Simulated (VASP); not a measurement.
# ZnS (Cm) in VASP: further runs, part 2 of 2

VASP 6.6.1.

### 3 Single point, PBE (atom 1 (Zn) moved -0.150 Å along Cartesian [1 -1 0])

INCAR reads:

```
PREC = Accurate
ENCUT = 520
EDIFF = 1E-7
ISMEAR = 0
SIGMA = 0.05
LREAL = F
LASPH = T
NELM = 60
ALGO = Normal
ISIF = 2
LWAVE = F
LCHARG = T
GGA = PE
LELF = T
LVHAR = T
NBANDS = 46
```

KPOINTS reads:

```
Automatic mesh
0
Gamma
  6 6 6
```

POSCAR reads:

```
ZnS
1.0
    5.4431279680      0.0000000000      0.0000000000
    0.0000000000     -5.4431279680      0.0000000000
    0.0000000000      0.0000000000     -5.4431279680
Zn S
4 4
Direct
   -0.0194862252     -0.0194862252      0.0000000000
    0.5000000000      0.5000000000      0.0000000000
    0.5000000000      0.0000000000      0.5000000000
    0.0000000000      0.5000000000      0.5000000000
    0.7500000000      0.7500000000      0.7500000000
    0.2500000000      0.2500000000      0.7500000000
    0.2500000000      0.7500000000      0.2500000000
    0.7500000000      0.2500000000      0.2500000000
```

Potentials or basis: VASP PAW PBE potentials, release 64 (Zn, S).

On the command line:

```sh
cat potpaw_PBE.64/Zn/POTCAR potpaw_PBE.64/S/POTCAR > POTCAR
mpirun -np 1 vasp_std > vasp.out
```

OUTCAR:

```text
PREC = Accurate
   ENCUT = 520
   EDIFF = 1E-7
   ISMEAR = 0
   LREAL = F
   LASPH = T
   NELM = 60
   ISIF = 2
   GGA = PE

 ion  position               nearest neighbor table
   1  0.981  0.981  0.000-   5 2.24   7 2.36   8 2.36   6 2.48
   2  0.500  0.500  0.000-   5 2.36   6 2.36   7 2.36   8 2.36
   3  0.500  0.000  0.500-   5 2.36   6 2.36   7 2.36   8 2.36
   4  0.000  0.500  0.500-   5 2.36   6 2.36   7 2.36   8 2.36
   5  0.750  0.750  0.750-   1 2.24   2 2.36   3 2.36   4 2.36
   6  0.250  0.250  0.750-   2 2.36   3 2.36   4 2.36   1 2.48
   7  0.250  0.750  0.250-   2 2.36   3 2.36   4 2.36   1 2.36
   8  0.750  0.250  0.250-   2 2.36   3 2.36   4 2.36   1 2.36

  LATTYP: Found a simple cubic cell.
 ALAT       =     5.4431279680

  Lattice vectors:

 A1 = (   5.4431279680,   0.0000000000,   0.0000000000)
 A2 = (   0.0000000000,  -5.4431279680,   0.0000000000)
 A3 = (   0.0000000000,   0.0000000000,  -5.4431279680)

Analysis of symmetry for initial positions (statically):
=====================================================================
 Subroutine PRICEL returns:
 Original cell was already a primitive cell.

 Routine SETGRP: Setting up the symmetry group for a
 simple cubic supercell.

 Subroutine GETGRP returns: Found  2 space group operations
 (whereof  2 operations were pure point group operations)
 out of a pool of 48 trial point group operations.

The static configuration has the point symmetry C_1h.

Analysis of symmetry for dynamics (positions and initial velocities):
=====================================================================
 Subroutine PRICEL returns:
 Original cell was already a primitive cell.

 Routine SETGRP: Setting up the symmetry group for a
 simple cubic supercell.

 Subroutine GETGRP returns: Found  2 space group operations
 (whereof  2 operations were pure point group operations)
 out of a pool of 48 trial point group operations.

The dynamic configuration has the point symmetry C_1h.

 Subroutine INISYM returns: Found  2 space group operations
 (whereof  2 operations are pure point group operations),
 and found     1 'primitive' translations

----------------------------------------------------------------------------------------

                                     Primitive cell

  volume of cell :     161.2670

  direct lattice vectors                    reciprocal lattice vectors
     5.443127968  0.000000000  0.000000000     0.183717893  0.000000000  0.000000000
     0.000000000 -5.443127968  0.000000000     0.000000000 -0.183717893  0.000000000
     0.000000000  0.000000000 -5.443127968     0.000000000  0.000000000 -0.183717893

  length of vectors
     5.443127968  5.443127968  5.443127968     0.183717893  0.183717893  0.183717893

  position of ions in fractional coordinates (direct lattice)
     0.980513775  0.980513775  0.000000000
     0.500000000  0.500000000  0.000000000
     0.500000000  0.000000000  0.500000000
     0.000000000  0.500000000  0.500000000
     0.750000000  0.750000000  0.750000000
[... 43 lines left out ...]
  0.000000  0.000000  0.000000      1.000000
  0.166667  0.000000  0.000000      4.000000
  0.000000  0.000000  0.166667      2.000000
  0.333333  0.000000  0.000000      4.000000
  0.000000  0.000000  0.333333      2.000000
  0.500000  0.000000  0.000000      2.000000
[... 16 lines left out ...]
 -0.333333  0.333333  0.000000      2.000000
 -0.333333  0.000000  0.333333      4.000000
 [... further k-points ...]
   k-points           NKPTS =     68   k-points in BZ     NKDIM =     68   number of bands    NBANDS=     46
   number of dos      NEDOS =    301   number of ions     NIONS =      8
   total plane-waves  NPLWV =  64000
   dimension x,y,z NGX =    40 NGY =   40 NGZ =   40
   dimension x,y,z NGXF=    80 NGYF=   80 NGZF=   80
   ions per type =               4   4
   NGX,Y,Z   is equivalent  to a cutoff of  12.22, 12.22, 12.22 a.u.
   NGXF,Y,Z  is equivalent  to a cutoff of  24.43, 24.43, 24.43 a.u.
 SYSTEM =  unknown system
   PREC   = accura    normal or accurate (medium, high low for compatibility)
   ISTART =      0    job   : 0-new  1-cont  2-samecut
   ICHARG =      2    charge: 1-file 2-atom 10-const
   ISPIN  =      1    spin polarized calculation?
   LNONCOLLINEAR =      F non collinear calculations
   LSORBIT =      F    spin-orbit coupling
   LASPH  =      T    aspherical Exc in radial PAW
   ENCUT  =  520.0 eV  38.22 Ry    6.18 a.u.  10.12 10.12 10.12*2*pi/ulx,y,z
   NELM   =     60;   NELMIN=  2; NELMDL= -5     # of ELM steps
   EDIFF  = 0.1E-06   stopping-criterion for ELM
   LREAL  =      F    real-space projection
   EDIFFG = 0.1E-05   stopping-criterion for IOM
   NSW    =      0    number of steps for IOM
   IBRION =     -1    ionic relax: 0-MD 1-quasi-New 2-CG
   NFREE  =      0    steps in history (QN), initial steepest desc. (CG)
   ISIF   =      2    stress and relaxation
   ISYM   =      2    0-nonsym 1-usesym 2-fastsym
   POTIM  = 0.5000    time-step for ionic-motion
   TEBEG  =    0.0;   TEEND  =   0.0 temperature during run
   PSTRESS=    0.0 pullay stress
   NELECT =      72.0000    total number of electrons
   NUPDOWN=      -1.0000    fix difference up-down
   EMIN   =  10.00;   EMAX   =-10.00  energy-range for DOS
   EFERMI =   0.00;   METHOD = LEGACY
   ISMEAR =     0;   SIGMA  =   0.05  broadening in eV -4-tet -1-fermi 0-gaus
   EFERMI_NEDOS =   21; number of points for ismear=-14 and -15
   IALGO  =     38    algorithm
   IMIX   =      4    mixing-type and parameters
     AMIX     =   0.40;   BMIX     =  1.00
     AMIX_MAG =   1.60;   BMIX_MAG =  1.00
  volume/ion in A,a.u.               =      20.16       136.04
  Fermi-wavevector in a.u.,A,eV,Ry     =   1.251230  2.364482 21.300959  1.565576
  Thomas-Fermi vector in A             =   2.385187
   LORBIT       =      0    0 simple, 1 ext, 2 COOP (PROOUT), +10 PAW based schemes
   GGA     = PE    functional components
   LHFCALC =     F    Hartree Fock is set to
   AEXX    =    0.0000 exact exchange contribution
   IVDW    =     0    specifies the selected vdW correction
   LEPSILON=     F    determine dielectric tensor
   LRPA    =     F    only Hartree local field effects (RPA)
 non-spin polarized calculation
 Gauss-broadening in eV      SIGMA  =   0.05
  energy-cutoff  :      520.00
  volume of cell :      161.27
 maximum number of plane-waves:      4385
   NGX = 21   NGY = 21   NGZ = 21

 number of electron      71.9999973 magnetization

 Free energy of the ion-electron system (eV)
  ---------------------------------------------------
  ext. energy  EPLUGINS =         0.00000000
  ---------------------------------------------------
  free energy    TOTEN  =       -27.33842279 eV

  energy without entropy =      -27.33842279  energy(sigma->0) =      -27.33842279

 E-fermi :   2.1750     XC(G=0):  -9.5282

 val. band max:        1.9416078975   @ k =   0.0000   0.0000   0.0000
 cond. band min:       3.9223488034   @ k =   0.0000   0.0000   0.0000
 fundamental gap:      1.9807409058
 Fermi energy:         2.1750160047

 k-point     1 :       0.0000    0.0000    0.0000
  band No.  band energies     occupation
      1     -11.1130      2.00000
      2     -10.0518      2.00000
      3      -9.8959      2.00000
      4      -9.7467      2.00000
      5      -4.4410      2.00000
      6      -4.3947      2.00000
[... 1165 lines left out ...]
     45       8.8974      0.00000
     46       9.0259      0.00000

 [... further k-points ...]

------------------------ aborting loop because EDIFF is reached ----------------------------------------

  FORCE on cell =-STRESS in cart. coord.  units (eV):
  Direction    XX          YY          ZZ          XY          YZ          ZX
  --------------------------------------------------------------------------------------
  -------------------------------------------------------------------------------------
  Total        0.3192804      0.3192804      0.4453836     -0.2330208      0.5563078     -0.5563079
  in kB        3.1720293      3.1720293      4.4248563     -2.3150457      5.5268810     -5.5268821
  external PRESSURE =       3.5896383 kB  Pullay stress =       0.0000000 kB

 VOLUME and BASIS-vectors are now :
 -----------------------------------------------------------------------------
  energy-cutoff  :      520.00
  volume of cell :      161.27
      direct lattice vectors                 reciprocal lattice vectors
     5.443127968  0.000000000  0.000000000     0.183717893  0.000000000  0.000000000
     0.000000000 -5.443127968  0.000000000     0.000000000 -0.183717893  0.000000000
     0.000000000  0.000000000 -5.443127968     0.000000000  0.000000000 -0.183717893

 POSITION                                       TOTAL-FORCE (eV/Angst)
 -----------------------------------------------------------------------------------
      5.33706     -5.33706      0.00000         0.691949     -0.691949     -0.242035
      2.72156     -2.72156      0.00000        -0.125534      0.125534      0.004027
      2.72156      0.00000     -2.72156        -0.124981     -0.154739     -0.001802
      0.00000     -2.72156     -2.72156         0.154739      0.124981     -0.001802
      4.08235     -4.08235     -4.08235        -0.369031      0.369031      0.379715
      1.36078     -1.36078     -4.08235        -0.192911      0.192911     -0.168126
      1.36078     -4.08235     -1.36078        -0.033357      0.000875      0.015011
      4.08235     -1.36078     -1.36078        -0.000875      0.033357      0.015011
 -----------------------------------------------------------------------------------
    total drift:                                0.000037     -0.000037     -0.000012

  FREE ENERGIE OF THE ION-ELECTRON SYSTEM (eV)
  ---------------------------------------------------
  free  energy   TOTEN  =       -27.3384227890 eV

  energy  without entropy=      -27.3384227890  energy(sigma->0) =      -27.33842279
```

It took 6.2 min on 1 thread of Intel Xeon Platinum 8259CL at 2.50GHz (Skylake/Cascade Lake), shared host; peak memory 0.5 GiB.

What came out:

```yaml
Free_energy: -27.3384 eV
Pressure: 0.4 GPa
Largest_force: 1.008 eV/Å
Band_gap_on_the_k_mesh: 1.98 eV
```

Forces on the atoms (eV/Å):
```
Zn   0.692 -0.692 -0.242
Zn  -0.126  0.126  0.004
Zn  -0.125 -0.155 -0.002
Zn   0.155  0.125 -0.002
S   -0.369  0.369  0.380
S   -0.193  0.193 -0.168
S   -0.033  0.001  0.015
S   -0.001  0.033  0.015
```

Levels at points of the mesh, in eV from the valence-band top:
```tsv
k point	band 33	band 34	band 35	band 36	band 37	band 38	band 39	band 40
(0.00, 0.00, 0.00)	-2.08	-0.07	-0.03	0.00	1.98	3.23	3.42	3.59
(0.50, 0.00, 0.00)	-1.32	-1.30	-1.15	-1.11	4.30	4.42	4.52	4.63
(0.00, 0.00, 0.50)	-1.23	-1.22	-1.22	-1.19	4.37	4.41	4.53	4.55
(0.50, 0.50, 0.00)	-0.98	-0.90	-0.88	-0.83	4.73	4.74	4.74	4.74
(0.00, 0.50, 0.50)	-1.03	-0.95	-0.86	-0.78	4.64	4.70	4.78	4.83
(0.50, 0.50, 0.50)	-0.82	-0.81	-0.80	-0.69	3.18	3.22	3.23	3.29
```

Caveat: the cell differs from its parent crystal (atom 1 (Zn) moved -0.150 Å along Cartesian [1 -1 0]); forces of over 1 eV/Å act on the atoms, so gaps and moduli don't describe the material at rest.
